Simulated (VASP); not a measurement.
# Al (Fm-3m) in VASP: single point with PBE

Aim: the single point of Al with PBE.

Everything below comes from runs of VASP 6.6.1. Logs are shortened: lines on timing, memory, paths and dates and some standing lists are left out, and cuts for length are marked.

### Step 1. The cell of the first run

The structure is cubic, space group Fm-3m (No. 225). Conventional cell: a = 4.040 Å, b = 4.040 Å, c = 4.040 Å, α = 90.00°, β = 90.00°, γ = 90.00°. Al (site symmetry m-3m) has 12 Al at 2.86 Å within 3.8 Å.

### Step 2. Single point, PBE

Contents of INCAR:

```
ALGO = Fast ; EDIFF = 1E-6
ENCUT = 520 ; GGA = PE
ISIF = 2 ; ISMEAR = 0
LASPH = True ; LCHARG = False
LREAL = False ; LWAVE = False
NBANDS = 8 ; NELM = 100
PREC = Accurate ; SIGMA = 0.1
```

Contents of KPOINTS:

```
k-points
0
Gamma
  18 18 18
```

Contents of POSCAR:

```
Al
1.0
    0.0000000000      2.0200331604      2.0200331604
    2.0200331604      0.0000000000      2.0200331604
    2.0200331604      2.0200331604      0.0000000000
Al
1
Direct
    0.0000000000      0.0000000000      0.0000000000
```

Potentials or basis: VASP PAW PBE potentials, release 64 (Al).

Launch:

```
> cat potpaw_PBE.64/Al/POTCAR > POTCAR
> mpirun -np 1 vasp_std > vasp.out
```

OUTCAR:

```text
EDIFF = 1E-6
   ENCUT = 520
   GGA = PE
   ISIF = 2
   ISMEAR = 0
   LASPH = True
   LREAL = False
   NELM = 100
   PREC = Accurate

 ion  position               nearest neighbor table
   1  0.000  0.000  0.000-

  LATTYP: Found a face centered cubic cell.
 ALAT       =     4.0400663208

  Lattice vectors:

 A1 = (   0.0000000000,   2.0200331604,   2.0200331604)
 A2 = (   2.0200331604,   0.0000000000,   2.0200331604)
 A3 = (   2.0200331604,   2.0200331604,   0.0000000000)

Analysis of symmetry for initial positions (statically):
=====================================================================
 Subroutine PRICEL returns:
 Original cell was already a primitive cell.

 Routine SETGRP: Setting up the symmetry group for a
 face centered cubic supercell.

 Subroutine GETGRP returns: Found 48 space group operations
 (whereof 48 operations were pure point group operations)
 out of a pool of 48 trial point group operations.

The static configuration has the point symmetry O_h .

Analysis of symmetry for dynamics (positions and initial velocities):
=====================================================================
 Subroutine PRICEL returns:
 Original cell was already a primitive cell.

 Routine SETGRP: Setting up the symmetry group for a
 face centered cubic supercell.

 Subroutine GETGRP returns: Found 48 space group operations
 (whereof 48 operations were pure point group operations)
 out of a pool of 48 trial point group operations.

The dynamic configuration has the point symmetry O_h .

 Subroutine INISYM returns: Found 48 space group operations
 (whereof 48 operations are pure point group operations),
 and found     1 'primitive' translations

----------------------------------------------------------------------------------------

                                     Primitive cell

  volume of cell :      16.4856

  direct lattice vectors                    reciprocal lattice vectors
     0.000000000  2.020033160  2.020033160    -0.247520689  0.247520689  0.247520689
     2.020033160  0.000000000  2.020033160     0.247520689 -0.247520689  0.247520689
     2.020033160  2.020033160  0.000000000     0.247520689  0.247520689 -0.247520689

  length of vectors
     2.856758292  2.856758292  2.856758292     0.428718410  0.428718410  0.428718410

  position of ions in fractional coordinates (direct lattice)
     0.000000000  0.000000000  0.000000000

  ion indices of the primitive-cell ions
   primitive index   ion index
                 1           1

----------------------------------------------------------------------------------------

 KPOINTS: k-points

Automatic generation of k-mesh.
 Grid dimensions read from file:
 generate k-points for:   18   18   18

 Generating k-lattice:

  Cartesian coordinates                     Fractional coordinates (reciprocal lattice)
    -0.013751149  0.013751149  0.013751149     0.055555556  0.000000000  0.000000000
     0.013751149 -0.013751149  0.013751149     0.000000000  0.055555556  0.000000000
     0.013751149  0.013751149 -0.013751149     0.000000000  0.000000000  0.055555556

  Length of vectors
     0.023817689  0.023817689  0.023817689

  Shift w.r.t. Gamma in fractional coordinates (k-lattice)
     0.000000000  0.000000000  0.000000000

 Subroutine IBZKPT returns following result:
 ===========================================

 Found    195 irreducible k-points:

 Following reciprocal coordinates:
            Coordinates               Weight
  0.000000  0.000000  0.000000      1.000000
  0.055556  0.000000  0.000000      8.000000
  0.111111  0.000000  0.000000      8.000000
  0.166667  0.000000  0.000000      8.000000
  0.222222  0.000000  0.000000      8.000000
  0.277778  0.000000  0.000000      8.000000
[... 16 lines left out ...]
 -0.277778  0.055556  0.000000     24.000000
 -0.222222  0.055556  0.000000     24.000000
 [... further k-points ...]
   k-points           NKPTS =    195   k-points in BZ     NKDIM =    195   number of bands    NBANDS=      8
   number of dos      NEDOS =    301   number of ions     NIONS =      1
   total plane-waves  NPLWV =  13824
   dimension x,y,z NGX =    24 NGY =   24 NGZ =   24
   dimension x,y,z NGXF=    48 NGYF=   48 NGZF=   48
   ions per type =               1
   NGX,Y,Z   is equivalent  to a cutoff of  13.97, 13.97, 13.97 a.u.
   NGXF,Y,Z  is equivalent  to a cutoff of  27.93, 27.93, 27.93 a.u.
 SYSTEM =  unknown system
   PREC   = accura    normal or accurate (medium, high low for compatibility)
   ISTART =      0    job   : 0-new  1-cont  2-samecut
   ICHARG =      2    charge: 1-file 2-atom 10-const
   ISPIN  =      1    spin polarized calculation?
   LNONCOLLINEAR =      F non collinear calculations
   LSORBIT =      F    spin-orbit coupling
   LASPH  =      T    aspherical Exc in radial PAW
   ENCUT  =  520.0 eV  38.22 Ry    6.18 a.u.   5.31  5.31  5.31*2*pi/ulx,y,z
   NELM   =    100;   NELMIN=  2; NELMDL= -5     # of ELM steps
   EDIFF  = 0.1E-05   stopping-criterion for ELM
   LREAL  =      F    real-space projection
   EDIFFG = 0.1E-04   stopping-criterion for IOM
   NSW    =      0    number of steps for IOM
   IBRION =     -1    ionic relax: 0-MD 1-quasi-New 2-CG
   NFREE  =      0    steps in history (QN), initial steepest desc. (CG)
   ISIF   =      2    stress and relaxation
   ISYM   =      2    0-nonsym 1-usesym 2-fastsym
   POTIM  = 0.5000    time-step for ionic-motion
   TEBEG  =    0.0;   TEEND  =   0.0 temperature during run
   PSTRESS=    0.0 pullay stress
   NELECT =       3.0000    total number of electrons
   NUPDOWN=      -1.0000    fix difference up-down
   EMIN   =  10.00;   EMAX   =-10.00  energy-range for DOS
   EFERMI =   0.00;   METHOD = LEGACY
   ISMEAR =     0;   SIGMA  =   0.10  broadening in eV -4-tet -1-fermi 0-gaus
   EFERMI_NEDOS =   21; number of points for ismear=-14 and -15
   IALGO  =     68    algorithm
   IMIX   =      4    mixing-type and parameters
     AMIX     =   0.40;   BMIX     =  1.00
     AMIX_MAG =   1.60;   BMIX_MAG =  1.00
  volume/ion in A,a.u.               =      16.49       111.25
  Fermi-wavevector in a.u.,A,eV,Ry     =   0.927713  1.753122 11.709861  0.860651
  Thomas-Fermi vector in A             =   2.053812
   LORBIT       =      0    0 simple, 1 ext, 2 COOP (PROOUT), +10 PAW based schemes
   GGA     = PE    functional components
   LHFCALC =     F    Hartree Fock is set to
   AEXX    =    0.0000 exact exchange contribution
   IVDW    =     0    specifies the selected vdW correction
   LEPSILON=     F    determine dielectric tensor
   LRPA    =     F    only Hartree local field effects (RPA)
 non-spin polarized calculation
 RMM-DIIS sequential band-by-band and
 Gauss-broadening in eV      SIGMA  =   0.10
  energy-cutoff  :      520.00
  volume of cell :       16.49
 maximum number of plane-waves:       459
 NGX is ok and might be reduce to    24
   NGX = 11   NGY = 11   NGZ = 11

 number of electron       3.0000000 magnetization

 Free energy of the ion-electron system (eV)
  ---------------------------------------------------
  ext. energy  EPLUGINS =         0.00000000
  ---------------------------------------------------
  free energy    TOTEN  =        -3.74453122 eV

  energy without entropy =       -3.74160111  energy(sigma->0) =       -3.74306617

 E-fermi :   8.0006     XC(G=0): -10.1996

 val. band max:        8.0006297151   @ k =  -0.2778   0.5000   0.2222
 cond. band min:       8.0148635354   @ k =  -0.4444   0.3333   0.1111
 fundamental gap:      0.0142338203
 Fermi energy:         8.0006299679

 k-point     1 :       0.0000    0.0000    0.0000
  band No.  band energies     occupation
      1      -3.1311      2.00000
      2      20.6334      0.00000
      3      20.6334      0.00000
      4      20.6334      0.00000
      5      22.1320      0.00000
      6      22.1320      0.00000
      7      22.1320      0.00000
      8      24.4815      0.00000

 k-point     2 :       0.0556    0.0000    0.0000
  band No.  band energies     occupation
      1      -3.0471      2.00000
      2      19.1161      0.00000
      3      20.3222      0.00000
      4      20.3222      0.00000
      5      22.5741      0.00000
      6      22.5741      0.00000
      7      22.7057      0.00000
      8      25.3655      0.00000

 k-point     3 :       0.1111    0.0000    0.0000
  band No.  band energies     occupation
      1      -2.7955      2.00000
      2      16.8927      0.00000
      3      19.8110      0.00000
      4      19.8110      0.00000
      5      22.7680      0.00000
      6      23.4474      0.00000
      7      23.4474      0.00000
      8      25.9351      0.00000

 k-point     4 :       0.1667    0.0000    0.0000
  band No.  band energies     occupation
      1      -2.3772      2.00000
      2      14.6546      0.00000
      3      19.3655      0.00000
      4      19.3655      0.00000
      5      22.6052      0.00000
      6      24.0513      0.00000
      7      24.0513      0.00000
      8      25.2900      0.00000

 k-point     5 :       0.2222    0.0000    0.0000
  band No.  band energies     occupation
      1      -1.7937      2.00000
      2      12.4925      0.00000
      3      19.0383      0.00000
      4      19.0383      0.00000
      5      22.4344      0.00000
      6      23.2775      0.00000
      7      23.2775      0.00000
      8      26.2293      0.00000

 k-point     6 :       0.2778    0.0000    0.0000
  band No.  band energies     occupation
      1      -1.0469      2.00000
      2      10.4376      0.00000
      3      18.8430      0.00000
      4      18.8430      0.00000
      5      22.2846      0.00000
      6      22.2846      0.00000
      7      22.3355      0.00000
      8      26.2868      0.00000

 k-point     7 :       0.3333    0.0000    0.0000
  band No.  band energies     occupation
      1      -0.1393      2.00000
      2       8.5053      0.00000
      3      18.7849      0.00000
      4      18.7849      0.00000
      5      21.3795      0.00000
      6      21.3795      0.00000
      7      22.3481      0.00000
      8      25.3527      0.00000

 k-point     8 :       0.3889    0.0000    0.0000
  band No.  band energies     occupation
      1       0.9259      2.00000
      2       6.7050      2.00000
      3      18.8661      0.00000
      4      18.8661      0.00000
      5      20.5998      0.00000
      6      20.5998      0.00000
      7      22.4934      0.00000
      8      24.5183      0.00000

 k-point     9 :       0.4444    0.0000    0.0000
  band No.  band energies     occupation
      1       2.1447      2.00000
      2       5.0443      2.00000
      3      19.0877      0.00000
      4      19.0877      0.00000
      5      19.9561      0.00000
      6      19.9561      0.00000
      7      22.7798      0.00000
      8      23.8070      0.00000

 k-point    10 :       0.5000    0.0000    0.0000
  band No.  band energies     occupation
      1       3.4129      2.00000
      2       3.6286      2.00000
      3      19.4287      0.00000
      4      19.4287      0.00000
      5      19.4741      0.00000
      6      19.4741      0.00000
      7      23.1419      0.00000
      8      23.3016      0.00000
[... 78 lines left out ...]
 k-point    18 :       0.4444    0.0556    0.0000
  band No.  band energies     occupation
      1       1.7937      2.00000
      2       5.6516      2.00000
      3      17.9049      0.00000
      4      18.4986      0.00000
      5      19.3166      0.00000
      6      21.3743      0.00000
      7      23.6170      0.00000
      8      24.6253      0.00000

 k-point    19 :       0.5000    0.0556    0.0000
  band No.  band energies     occupation
      1       3.1057      2.00000
      2       4.0941      2.00000
      3      17.9376      0.00000
      4      18.2204      0.00000
      5      19.6461      0.00000
      6      20.8268      0.00000
      7      23.9355      0.00000
      8      24.0693      0.00000

 k-point    20 :      -0.4444    0.0556    0.0000
  band No.  band energies     occupation
      1       2.6548      2.00000
      2       4.5941      2.00000
      3      17.5201      0.00000
      4      18.6779      0.00000
      5      20.1192      0.00000
      6      20.4187      0.00000
      7      23.5330      0.00000
      8      24.5080      0.00000

 k-point    21 :      -0.3889    0.0556    0.0000
  band No.  band energies     occupation
      1       1.3876      2.00000
      2       6.2045      2.00000
      3      17.2475      0.00000
      4      19.2748      0.00000
      5      20.1528      0.00000
      6      20.7328      0.00000
      7      23.2027      0.00000
      8      25.1466      0.00000

 k-point    22 :      -0.3333    0.0556    0.0000
  band No.  band energies     occupation
      1       0.2713      2.00000
      2       7.9570      1.46279
      3      17.1201      0.00000
      4      19.9326      0.00000
      5      20.1054      0.00000
      6      21.4810      0.00000
      7      23.0127      0.00000
      8      25.8967      0.00000

 k-point    23 :      -0.2778    0.0556    0.0000
  band No.  band energies     occupation
      1      -0.6887      2.00000
      2       9.8428      0.00000
      3      17.1376      0.00000
      4      20.0104      0.00000
      5      20.9098      0.00000
      6      22.3457      0.00000
      7      22.9652      0.00000
      8      26.6877      0.00000

 k-point    24 :      -0.2222    0.0556    0.0000
  band No.  band energies     occupation
      1      -1.4889      2.00000
      2      11.8522      0.00000
      3      17.2996      0.00000
      4      20.1527      0.00000
      5      21.8989      0.00000
      6      22.9504      0.00000
      7      23.3980      0.00000
      8      25.6010      0.00000

 [... further k-points ...]
[... 5 lines left out ...]
  --------------------------------------------------------------------------------------
  -------------------------------------------------------------------------------------
  Total        0.0033186      0.0033186      0.0033186      0.0000000      0.0000000     -0.0000000
  in kB        0.3225246      0.3225246      0.3225246      0.0000000      0.0000000     -0.0000000
  external PRESSURE =       0.3225246 kB  Pullay stress =       0.0000000 kB

 VOLUME and BASIS-vectors are now :
 -----------------------------------------------------------------------------
  energy-cutoff  :      520.00
  volume of cell :       16.49
      direct lattice vectors                 reciprocal lattice vectors
     0.000000000  2.020033160  2.020033160    -0.247520689  0.247520689  0.247520689
     2.020033160  0.000000000  2.020033160     0.247520689 -0.247520689  0.247520689
     2.020033160  2.020033160  0.000000000     0.247520689  0.247520689 -0.247520689

 POSITION                                       TOTAL-FORCE (eV/Angst)
 -----------------------------------------------------------------------------------
      0.00000      0.00000      0.00000         0.000000      0.000000     -0.000000
 -----------------------------------------------------------------------------------
    total drift:                                0.000000      0.000000     -0.000000

  FREE ENERGIE OF THE ION-ELECTRON SYSTEM (eV)
  ---------------------------------------------------
  free  energy   TOTEN  =        -3.7445312178 eV

  energy  without entropy=       -3.7416011128  energy(sigma->0) =       -3.74306617
```

Wall time 15 s (1 thread of AMD EPYC 9R45 (Zen 5), shared host); peak memory 0.11 GiB.

Results:

* Free energy: -3.7445 eV
* Pressure: 0.0 GPa
